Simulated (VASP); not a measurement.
# Cr (Fm-3m) in VASP: further runs, part 2 of 2

VASP 6.6.1.

**4. Single point, PBEsol, collinear spin, ferromagnetic start**

This run uses another cell than the first one, of 11.46 Å³/atom.

Input file INCAR:

```
SYSTEM = Cr
PREC = Accurate
ENCUT = 520
EDIFF = 1E-7
ISMEAR = -1
SIGMA = 0.05
LREAL = .False.
LASPH = .True.
NELM = 150
ALGO = Normal
ISIF = 2
LWAVE = .False.
LCHARG = .True.
ISPIN = 2
MAGMOM = 1.5
LORBIT = 11
LMAXMIX = 4
GGA = PS
LELF = .True.
LVHAR = .True.
NBANDS = 16
```

Input file KPOINTS:

```
regular mesh
0
Gamma
  25 25 25
  0 0 0
```

Input file POSCAR:

```
Cr
1.0
    0.0000000000      1.7892734741      1.7892734741
    1.7892734741      0.0000000000      1.7892734741
    1.7892734741      1.7892734741      0.0000000000
Cr
1
Direct
    0.0000000000      0.0000000000      0.0000000000
```

Potentials or basis: VASP PAW PBE potentials, release 64 (Cr_pv).

The run is started by

```bash
> cat potpaw_PBE.64/Cr_pv/POTCAR > POTCAR
> mpirun -np 1 vasp_std > vasp.out
```

OUTCAR:

```text
SYSTEM = Cr
   PREC = Accurate
   ENCUT = 520
   EDIFF = 1E-7
   ISMEAR = -1
   LREAL = .False.
   LASPH = .True.
   NELM = 150
   ISIF = 2
   ISPIN = 2
   LORBIT = 11
   GGA = PS

 ion  position               nearest neighbor table
   1  0.000  0.000  0.000-

  LATTYP: Found a face centered cubic cell.
 ALAT       =     3.5785469482

  Lattice vectors:

 A1 = (   0.0000000000,   1.7892734741,   1.7892734741)
 A2 = (   1.7892734741,   0.0000000000,   1.7892734741)
 A3 = (   1.7892734741,   1.7892734741,   0.0000000000)

Analysis of symmetry for initial positions (statically):
=====================================================================
 Subroutine PRICEL returns:
 Original cell was already a primitive cell.

 Routine SETGRP: Setting up the symmetry group for a
 face centered cubic supercell.

 Subroutine GETGRP returns: Found 48 space group operations
 (whereof 48 operations were pure point group operations)
 out of a pool of 48 trial point group operations.

The static configuration has the point symmetry O_h .

Analysis of symmetry for dynamics (positions and initial velocities):
=====================================================================
 Subroutine PRICEL returns:
 Original cell was already a primitive cell.

 Routine SETGRP: Setting up the symmetry group for a
 face centered cubic supercell.

 Subroutine GETGRP returns: Found 48 space group operations
 (whereof 48 operations were pure point group operations)
 out of a pool of 48 trial point group operations.

The dynamic configuration has the point symmetry O_h .

Analysis of structural, dynamic, and magnetic symmetry:
=====================================================================
 Subroutine PRICEL returns:
 Original cell was already a primitive cell.

 Routine SETGRP: Setting up the symmetry group for a
 face centered cubic supercell.

 Subroutine GETGRP returns: Found 48 space group operations
 (whereof 48 operations were pure point group operations)
 out of a pool of 48 trial point group operations.
[... 134 lines left out ...]
   NGX =  9   NGY =  9   NGZ =  9

 number of electron      12.0000005 magnetization      -0.0002524

 number of electron      12.0000005 magnetization       0.0000255

 Free energy of the ion-electron system (eV)
  ---------------------------------------------------
  ext. energy  EPLUGINS =         0.00000000
  ---------------------------------------------------
  free energy    TOTEN  =        -9.84060870 eV

  energy without entropy =       -9.82627681  energy(sigma->0) =       -9.83344275

 E-fermi :  10.6726     XC(G=0): -13.8674

 val. band max:       10.6722577642   @ k =   0.4800   0.1600   0.0400
 cond. band min:      10.6740579001   @ k =   0.2800   0.0800   0.0000
 fundamental gap:      0.0018001359
 Fermi energy:        10.6726101435

 spin component 1

 k-point     1 :       0.0000    0.0000    0.0000
  band No.  band energies     occupation
      1     -31.4721      1.00000
      2     -31.4721      1.00000
      3     -31.4721      1.00000
      4       3.0341      1.00000
      5      10.2286      0.99986
      6      10.2286      0.99986
[... 435 lines left out ...]
      5      10.0627      0.99999
      6      10.1841      0.99994
[... 8 lines left out ...]
     15      39.3462      0.00000
     16      39.7953      0.00000

 [... further k-points ...]

 spin component 2

 k-point     1 :       0.0000    0.0000    0.0000
  band No.  band energies     occupation
      1     -31.4721      1.00000
      2     -31.4721      1.00000
      3     -31.4721      1.00000
      4       3.0342      1.00000
      5      10.2286      0.99986
      6      10.2286      0.99986
[... 435 lines left out ...]
      5      10.0627      0.99999
      6      10.1841      0.99994
[... 8 lines left out ...]
     15      39.3462      0.00000
     16      39.7953      0.00000

 [... further k-points ...]

------------------------ aborting loop because EDIFF is reached ----------------------------------------

  FORCE on cell =-STRESS in cart. coord.  units (eV):
  Direction    XX          YY          ZZ          XY          YZ          ZX
  --------------------------------------------------------------------------------------
  -------------------------------------------------------------------------------------
  Total       -0.0394992     -0.0394992     -0.0394992      0.0000000      0.0000000      0.0000000
  in kB       -5.5238145     -5.5238145     -5.5238145      0.0000000      0.0000000      0.0000000
  external PRESSURE =      -5.5238145 kB  Pullay stress =       0.0000000 kB

 VOLUME and BASIS-vectors are now :
 -----------------------------------------------------------------------------
  energy-cutoff  :      520.00
  volume of cell :       11.46
      direct lattice vectors                 reciprocal lattice vectors
     0.000000000  1.789273474  1.789273474    -0.279443029  0.279443029  0.279443029
     1.789273474  0.000000000  1.789273474     0.279443029 -0.279443029  0.279443029
     1.789273474  1.789273474  0.000000000     0.279443029  0.279443029 -0.279443029

 POSITION                                       TOTAL-FORCE (eV/Angst)
 -----------------------------------------------------------------------------------
      0.00000      0.00000      0.00000        -0.000000      0.000000      0.000000
 -----------------------------------------------------------------------------------
    total drift:                                0.000000      0.000000      0.000000

  FREE ENERGIE OF THE ION-ELECTRON SYSTEM (eV)
  ---------------------------------------------------
  free  energy   TOTEN  =        -9.8406086971 eV

  energy  without entropy=       -9.8262768097  energy(sigma->0) =       -9.83344275

 total charge

# of ion       s       p       d       tot
------------------------------------------
    1        0.444   6.397   4.244  11.086

 magnetization (x)

# of ion       s       p       d       tot
------------------------------------------
    1       -0.000   0.000   0.000   0.000
```

OSZICAR:

```text
N       E                     dE             d eps       ncg     rms          rms(c)
DAV:   1     0.783168394736E+02    0.78317E+02   -0.61756E+03 30024   0.853E+02
DAV:   2    -0.989765598333E+01   -0.88214E+02   -0.84030E+02 31736   0.246E+02
DAV:   3    -0.113448778717E+02   -0.14472E+01   -0.14445E+01 33320   0.346E+01
DAV:   4    -0.113496875984E+02   -0.48097E-02   -0.48096E-02 34400   0.199E+00
DAV:   5    -0.113497212956E+02   -0.33697E-04   -0.33697E-04 33680   0.149E-01    0.145E+01
DAV:   6    -0.985753334249E+01    0.14922E+01   -0.22040E+00 29752   0.267E+01    0.245E+00
DAV:   7    -0.984866849645E+01    0.88648E-02   -0.55046E-02 30776   0.251E+00    0.150E+00
DAV:   8    -0.984379932326E+01    0.48692E-02   -0.21806E-03 35000   0.600E-01    0.810E-01
DAV:   9    -0.984048206857E+01    0.33173E-02   -0.14607E-03 31968   0.488E-01    0.112E-01
DAV:  10    -0.984060509450E+01   -0.12303E-03   -0.19478E-04 32576   0.135E-01    0.289E-02
DAV:  11    -0.984060913685E+01   -0.40423E-05   -0.31166E-06 33192   0.189E-02    0.133E-02
DAV:  12    -0.984060939268E+01   -0.25583E-06   -0.95169E-07 31160   0.840E-03    0.318E-03
DAV:  13    -0.984060876054E+01    0.63214E-06   -0.60104E-08 23224   0.271E-03    0.401E-04
DAV:  14    -0.984060869708E+01    0.63467E-07   -0.30470E-09 15336   0.618E-04
   1 F= -.98406087E+01 E0= -.98334428E+01  d E =-.143319E-01  mag=     0.0000
```

stdout:

```text
POSCAR found type information on POSCAR Cr
 POSCAR found :  1 types and       1 ions
 scaLAPACK will be used
 -----------------------------------------------------------------------------
|                                                                             |
|                                                                             |
|     You enforced a specific xc type in the INCAR file but a different       |
|     I HOPE YOU KNOW WHAT YOU ARE DOING!                                     |
|                                                                             |
 -----------------------------------------------------------------------------

 LDA part: xc-table for (Slater+PW92), standard interpolation
 POSCAR, INCAR and KPOINTS ok, starting setup
 FFT: planning ... GRIDC
 FFT: planning ... GRID_SOFT
 FFT: planning ... GRID
 WAVECAR not read
 entering main loop
```

It took 87 s on 1 thread of Intel Xeon 6975P-C (Granite Rapids), shared host; peak memory 0.23 GiB.

Results:

| Quantity | Value |
| --- | --- |
| Free energy | -9.8406 eV |
| Pressure | -0.6 GPa |
| Band gap on the k mesh | zero (filled and empty bands overlap) |
| Net moment | 0.00 μB per cell |
| Valence electrons inside the program's atomic spheres | Cr 11.09 |

Caveat: the PAW data sets were made with another functional, which shifts forces and pressure a little.
